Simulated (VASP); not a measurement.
Set up this calculation in VASP 6.6.1, as the native input.

| Item | Value |
| --- | --- |
| Task | single point |
| Functional | PBE |
| Potentials or basis | VASP PAW PBE potentials, release 64 (Na_pv) |
| Cutoff | 520 eV |
| k mesh | 15 × 15 × 8 |
| Occupations | gaussian, width 0.15 eV |
| Spin | no spin polarisation |
| Dipole correction | no |
| Further INCAR settings | ALGO = Fast; EDIFF = 1e-07; NBANDS = 14 |

The structure of Na lies in POSCAR:

```
Na
1.0
    3.5786509477      0.0000000000      0.0000000000
   -1.7893254739      3.0992026320      0.0000000000
    0.0000000000      0.0000000000      6.1540000000
Na
2
Direct
    0.3333333333      0.6666666667      0.2500000000
    0.6666666667      0.3333333333      0.7500000000
```

This isn't the form of Na at room conditions, which is bcc.

This cell differs from its parent crystal: strain -0.050 along x and y, +0.000 along z.

These files were run (other wordings do the same):

INCAR

```
SYSTEM = Na
  PREC = Accurate
  ENCUT = 520
  EDIFF = 1E-7
  ISMEAR = 0
  SIGMA = 0.15
  LREAL = .FALSE.
  LASPH = .TRUE.
  NELM = 80
  ALGO = Fast
  ISIF = 2
  LWAVE = .FALSE.
  LCHARG = .TRUE.
  GGA = PE
  LELF = .TRUE.
  LVHAR = .TRUE.
  NBANDS = 14
```

KPOINTS

```
regular mesh
0
G
  15 15 8
  0 0 0
```

Potentials or basis: VASP PAW PBE potentials, release 64 (Na_pv).

Run with:

```console
$ cat potpaw_PBE.64/Na_pv/POTCAR > POTCAR
$ mpirun -np 1 vasp_std > vasp.out
```

Results of the run:

- Pressure: 0.8 GPa
- Band gap on the k mesh: zero (bands 7 and 8 overlap by 4.72 eV)

Caveat: the cell differs from its parent crystal (strain -0.050 along x and y, +0.000 along z).

Run time: 57 s on 1 thread of Intel(R) Xeon(R) 6975P-C (Granite Rapids) (shared host), peak memory 0.23 GiB.
